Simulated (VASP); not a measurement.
# CaCdC6N6 (Fm-3m) in VASP: single point with PBE

Aim: the single point of CaCdC6N6 with PBE.

Everything below comes from runs of VASP 6.6.1. Logs are shortened: lines on timing, memory, paths and dates and some standing lists are left out, and cuts for length are marked.

## 1. The cell of the first run

Symmetry: Fm-3m, No. 225, cubic system. The conventional cell has a = 11.751 Å, b = 11.751 Å, c = 11.751 Å, α = 90.00°, β = 90.00°, γ = 90.00°. Ca (site symmetry m-3m) has 6 N at 2.46 Å within 3.2 Å. Within 3.0 Å of Cd (site symmetry m-3m) lie 6 C at 2.25 Å. C (site symmetry 4mm) has 1 N at 1.16 Å within 1.6 Å. Within 1.6 Å of N (site symmetry 4mm) lie 1 C at 1.16 Å.

## 2. Single point, PBE, collinear spin, ferromagnetic start

Contents of INCAR:

```
SYSTEM = CaCdC6N6
PREC = Accurate
ENCUT = 600
EDIFF = 1E-6
ISMEAR = 0
SIGMA = 0.1
LREAL = .FALSE.
LASPH = .TRUE.
NELM = 200
ALGO = Normal
ISIF = 2
LWAVE = .FALSE.
LCHARG = .TRUE.
ISPIN = 2
MAGMOM = 0 0 1 1 1 1 1 1 1 1 1 1 1 1
LORBIT = 11
GGA = PE
LELF = .TRUE.
LVHAR = .TRUE.
NBANDS = 55
GGA_COMPAT = .FALSE.
```

Contents of KPOINTS:

```
regular mesh
0
G
  4 4 4
  0 0 0
```

Contents of POSCAR:

```
CaCdC6N6
1.0
    0.0000000000      5.8754913371      5.8754913371
    5.8754913371      0.0000000000      5.8754913371
    5.8754913371      5.8754913371      0.0000000000
Ca Cd C N
1 1 6 6
Direct
    0.5000000000      0.5000000000      0.5000000000
    0.0000000000      0.0000000000      0.0000000000
    0.8084035612      0.1915964388      0.1915964388
    0.1915964388      0.8084035612      0.1915964388
    0.1915964388      0.1915964388      0.8084035612
    0.1915964388      0.8084035612      0.8084035612
    0.8084035612      0.1915964388      0.8084035612
    0.8084035612      0.8084035612      0.1915964388
    0.7093606210      0.2906393790      0.2906393790
    0.2906393790      0.7093606210      0.2906393790
    0.2906393790      0.2906393790      0.7093606210
    0.2906393790      0.7093606210      0.7093606210
    0.7093606210      0.2906393790      0.7093606210
    0.7093606210      0.7093606210      0.2906393790
```

Potentials or basis: VASP PAW PBE potentials, release 64 (Ca_sv, Cd, C, N).

Run with:

```console
$ cat potpaw_PBE.64/Ca_sv/POTCAR potpaw_PBE.64/Cd/POTCAR potpaw_PBE.64/C/POTCAR potpaw_PBE.64/N/POTCAR > POTCAR
$ mpirun -np 1 vasp_std > vasp.out
```

OUTCAR:

```text
SYSTEM = CaCdC6N6
   PREC = Accurate
   ENCUT = 600
   EDIFF = 1E-6
   ISMEAR = 0
   LREAL = .FALSE.
   LASPH = .TRUE.
   NELM = 200
   ISIF = 2
   ISPIN = 2
   LORBIT = 11
   GGA = PE

 ion  position               nearest neighbor table
   1  0.500  0.500  0.500-   9 2.46  10 2.46  11 2.46  12 2.46  13 2.46  14 2.46
   2  0.000  0.000  0.000-   3 2.25   4 2.25   5 2.25   6 2.25   7 2.25   8 2.25
   3  0.808  0.192  0.192-   9 1.16   2 2.25
   4  0.192  0.808  0.192-  10 1.16   2 2.25
   5  0.192  0.192  0.808-  11 1.16   2 2.25
   6  0.192  0.808  0.808-  12 1.16   2 2.25
   7  0.808  0.192  0.808-  13 1.16   2 2.25
   8  0.808  0.808  0.192-  14 1.16   2 2.25
   9  0.709  0.291  0.291-   3 1.16   1 2.46
  10  0.291  0.709  0.291-   4 1.16   1 2.46
  11  0.291  0.291  0.709-   5 1.16   1 2.46
  12  0.291  0.709  0.709-   6 1.16   1 2.46
  13  0.709  0.291  0.709-   7 1.16   1 2.46
  14  0.709  0.709  0.291-   8 1.16   1 2.46

  LATTYP: Found a face centered cubic cell.
 ALAT       =    11.7509826742

  Lattice vectors:

 A1 = (   0.0000000000,   5.8754913371,   5.8754913371)
 A2 = (   5.8754913371,   0.0000000000,   5.8754913371)
 A3 = (   5.8754913371,   5.8754913371,   0.0000000000)

Analysis of symmetry for initial positions (statically):
=====================================================================
 Subroutine PRICEL returns:
 Original cell was already a primitive cell.

 Routine SETGRP: Setting up the symmetry group for a
 face centered cubic supercell.

 Subroutine GETGRP returns: Found 48 space group operations
 (whereof 48 operations were pure point group operations)
 out of a pool of 48 trial point group operations.

The static configuration has the point symmetry O_h .

Analysis of symmetry for dynamics (positions and initial velocities):
=====================================================================
 Subroutine PRICEL returns:
 Original cell was already a primitive cell.

 Routine SETGRP: Setting up the symmetry group for a
 face centered cubic supercell.

 Subroutine GETGRP returns: Found 48 space group operations
 (whereof 48 operations were pure point group operations)
 out of a pool of 48 trial point group operations.

The dynamic configuration has the point symmetry O_h .

Analysis of structural, dynamic, and magnetic symmetry:
=====================================================================
[... 598 lines left out ...]
     49       2.0546      0.00000
     50       2.8933      0.00000
 Fermi energy:        -4.1757748366

 spin component 2

 k-point     1 :       0.0000    0.0000    0.0000
  band No.  band energies     occupation
      1     -41.9441      1.00000
      2     -22.9993      1.00000
      3     -22.9993      1.00000
      4     -22.9993      1.00000
      5     -20.0772      1.00000
      6     -19.9997      1.00000
[... 413 lines left out ...]
     49       2.2904      0.00000
     50       3.1297      0.00000
 [bands above 50 left out]

------------------------ aborting loop because EDIFF is reached ----------------------------------------

  FORCE on cell =-STRESS in cart. coord.  units (eV):
  Direction    XX          YY          ZZ          XY          YZ          ZX
  --------------------------------------------------------------------------------------
  -------------------------------------------------------------------------------------
  Total        0.9173010      0.9173010      0.9173010     -0.0000000     -0.0000000      0.0000000
  in kB        3.6229294      3.6229294      3.6229294     -0.0000000     -0.0000000      0.0000000
  external PRESSURE =       3.6229294 kB  Pullay stress =       0.0000000 kB

 VOLUME and BASIS-vectors are now :
 -----------------------------------------------------------------------------
  energy-cutoff  :      600.00
  volume of cell :      405.66
      direct lattice vectors                 reciprocal lattice vectors
     0.000000000  5.875491337  5.875491337    -0.085099266  0.085099266  0.085099266
     5.875491337  0.000000000  5.875491337     0.085099266 -0.085099266  0.085099266
     5.875491337  5.875491337  0.000000000     0.085099266  0.085099266 -0.085099266

 POSITION                                       TOTAL-FORCE (eV/Angst)
 -----------------------------------------------------------------------------------
      5.87549      5.87549      5.87549         0.000000      0.000000      0.000000
      0.00000      0.00000      0.00000         0.000000      0.000000      0.000000
      2.25145      5.87549      5.87549        -0.318168      0.000000      0.000000
      5.87549      2.25145      5.87549         0.000000     -0.318168      0.000000
      5.87549      5.87549      2.25145         0.000000      0.000000     -0.318168
      9.49954      5.87549      5.87549         0.318168      0.000000      0.000000
      5.87549      9.49954      5.87549         0.000000      0.318168      0.000000
      5.87549      5.87549      9.49954         0.000000      0.000000      0.318168
      3.41530      5.87549      5.87549         0.356458      0.000000      0.000000
      5.87549      3.41530      5.87549         0.000000      0.356458      0.000000
      5.87549      5.87549      3.41530         0.000000      0.000000      0.356458
      8.33568      5.87549      5.87549        -0.356458      0.000000      0.000000
      5.87549      8.33568      5.87549         0.000000     -0.356458      0.000000
      5.87549      5.87549      8.33568         0.000000      0.000000     -0.356458
 -----------------------------------------------------------------------------------
    total drift:                                0.000000      0.000000      0.000000

  FREE ENERGIE OF THE ION-ELECTRON SYSTEM (eV)
  ---------------------------------------------------
  free  energy   TOTEN  =      -101.0450848870 eV

  energy  without entropy=     -101.0450819300  energy(sigma->0) =     -101.04508341

 total charge

# of ion       s       p       d       tot
------------------------------------------
    1        2.023   5.868   0.179   8.070
    2        0.420   0.505   9.404  10.329
    3        0.953   1.617   0.000   2.570
    4        0.953   1.617   0.000   2.570
    5        0.953   1.617   0.000   2.570
    6        0.953   1.617   0.000   2.570
    7        0.953   1.617   0.000   2.570
    8        0.953   1.617   0.000   2.570
    9        1.322   2.532   0.000   3.854
   10        1.322   2.532   0.000   3.854
   11        1.322   2.532   0.000   3.854
   12        1.322   2.532   0.000   3.854
   13        1.322   2.532   0.000   3.854
   14        1.322   2.532   0.000   3.854
--------------------------------------------------
tot         16.091  31.263   9.583  56.938

 magnetization (x)

# of ion       s       p       d       tot
------------------------------------------
    1        0.001   0.003   0.006   0.010
    2       -0.017  -0.022   0.301   0.261
    3        0.053   0.135   0.000   0.188
    4        0.053   0.135   0.000   0.188
    5        0.053   0.135   0.000   0.188
    6        0.053   0.135   0.000   0.188
    7        0.053   0.135   0.000   0.188
    8        0.053   0.135   0.000   0.188
    9        0.000   0.020   0.000   0.020
   10        0.000   0.020   0.000   0.020
   11        0.000   0.020   0.000   0.020
   12        0.000   0.020   0.000   0.020
   13        0.000   0.020   0.000   0.020
   14        0.000   0.020   0.000   0.020
--------------------------------------------------
tot          0.301   0.912   0.306   1.520
```

OSZICAR:

```text
N       E                     dE             d eps       ncg     rms          rms(c)
DAV:   1     0.610144821431E+03    0.61014E+03   -0.35840E+04  1768   0.129E+03
DAV:   2    -0.349805562713E+02   -0.64513E+03   -0.62269E+03  2292   0.311E+02
DAV:   3    -0.108728836919E+03   -0.73748E+02   -0.72872E+02  2409   0.101E+02
DAV:   4    -0.111104910959E+03   -0.23761E+01   -0.23600E+01  2688   0.190E+01
DAV:   5    -0.111221963225E+03   -0.11705E+00   -0.11699E+00  2804   0.265E+00    0.284E+01
DAV:   6    -0.998865986052E+02    0.11335E+02   -0.34720E+01  2199   0.470E+01    0.196E+01
DAV:   7    -0.101256641388E+03   -0.13700E+01   -0.10725E+01  1918   0.147E+01    0.895E+00
DAV:   8    -0.101045032874E+03    0.21161E+00   -0.21055E+00  2184   0.583E+00    0.307E+00
DAV:   9    -0.101038468412E+03    0.65645E-02   -0.14104E-01  2272   0.208E+00    0.149E+00
DAV:  10    -0.101042039354E+03   -0.35709E-02   -0.25015E-02  2213   0.932E-01    0.548E-01
DAV:  11    -0.101043709675E+03   -0.16703E-02   -0.10666E-02  2300   0.472E-01    0.269E-01
DAV:  12    -0.101044174897E+03   -0.46522E-03   -0.13045E-03  2218   0.205E-01    0.149E-01
DAV:  13    -0.101044890225E+03   -0.71533E-03   -0.84848E-04  2012   0.119E-01    0.757E-02
DAV:  14    -0.101045091435E+03   -0.20121E-03   -0.12060E-04  2144   0.556E-02    0.335E-02
DAV:  15    -0.101045113783E+03   -0.22348E-04   -0.11237E-04  2002   0.479E-02    0.183E-02
DAV:  16    -0.101045096763E+03    0.17020E-04   -0.41360E-05  1916   0.303E-02    0.893E-03
DAV:  17    -0.101045085877E+03    0.10886E-04   -0.48034E-06  1934   0.994E-03    0.250E-03
DAV:  18    -0.101045084887E+03    0.98994E-06   -0.57077E-07  1518   0.370E-03
   1 F= -.10104508E+03 E0= -.10104508E+03  d E =-.295700E-05  mag=     1.9999
```

Run time: 11 min. Hardware: 1 thread of Intel Xeon Platinum 8488C (Sapphire Rapids), shared host; peak memory 1.2 GiB.

Results:

```yaml
Free_energy: -101.0451 eV
Pressure: 0.4 GPa
Largest_force: 0.356 eV/Å
Band_gap_on_the_k_mesh: 0.57 eV (least direct gap 0.62 eV)
Net_moment: 2.00 μB per cell
Site_moments: Ca +0.01; Cd +0.26; C +0.19; N +0.02 μB
Valence_electrons_inside_the_program's_atomic_spheres: Ca 8.07; Cd 10.33; C 2.57; N 3.85
```

Forces on the atoms (eV/Å):
```
Ca   0.000  0.000  0.000
Cd   0.000  0.000  0.000
C   -0.318  0.000  0.000
C    0.000 -0.318  0.000
C    0.000  0.000 -0.318
C    0.318  0.000  0.000
C    0.000  0.318  0.000
C    0.000  0.000  0.318
N    0.356  0.000  0.000
N    0.000  0.356  0.000
N    0.000  0.000  0.356
N   -0.356  0.000  0.000
N    0.000 -0.356  0.000
N    0.000  0.000 -0.356
```

Caveat: semilocal functionals underestimate gaps, and a narrow one can read as zero.
